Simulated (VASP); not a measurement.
Crystal: Hg.

```
CELL_PARAMETERS angstrom
3.46181 0.00000 0.00000
-1.73090 2.99802 0.00000
0.00000 0.00000 5.48755
ATOMIC_POSITIONS crystal
Hg 0.66667 0.33333 0.75000
Hg 0.33333 0.66667 0.25000
```

| Property | Result |
| --- | --- |
| Program | VASP 6.6.1 |
| Task | relaxation of cell and atoms |
| Functional | PBE |
| Dispersion | D3(BJ) |
| Potentials or basis | VASP PAW PBE potentials, release 64 (Hg_sv_GW) |
| Cutoff | 500 eV |
| k mesh | 15 × 15 × 8 |
| Occupations | gaussian, width 0.1 eV |
| Spin | no spin polarisation |

At the start: pressure -2.2 GPa; volume 28.48 Å³/atom.

Q: How do energy, volume and symmetry change on relaxing?

A: Over 7 steps the energy falls by 25.7 meV/atom and the volume is 25.26 Å³/atom (-11.3 %); space group P6_3/mmc (No. 194, to 0.1 Å) before and after.

The path:
```
step  energy change (eV)  largest force (eV/Å)  pressure (GPa)  volume (Å³)
   1              0.0000                0.0000           -2.20        56.95
   2             -0.0353                0.0000           -1.39        53.78
   3             -0.0447                0.0000            1.05        48.58
   4             -0.0513                0.0000           -0.05        50.64
   5             -0.0513                0.0000            0.02        50.52
   6             -0.0514                0.0000            0.03        50.52
   7             -0.0514                0.0000            0.02        50.52
```

Final structure:
```xyz
2
Lattice="3.3310 0.0000 0.0000 -1.6655 2.8847 0.0000 0.0000 0.0000 5.2575" Properties=species:S:1:pos:R:3 pbc="T T T"
Hg    1.6655    0.9616    3.9431
Hg    0.0000    1.9232    1.3144
```
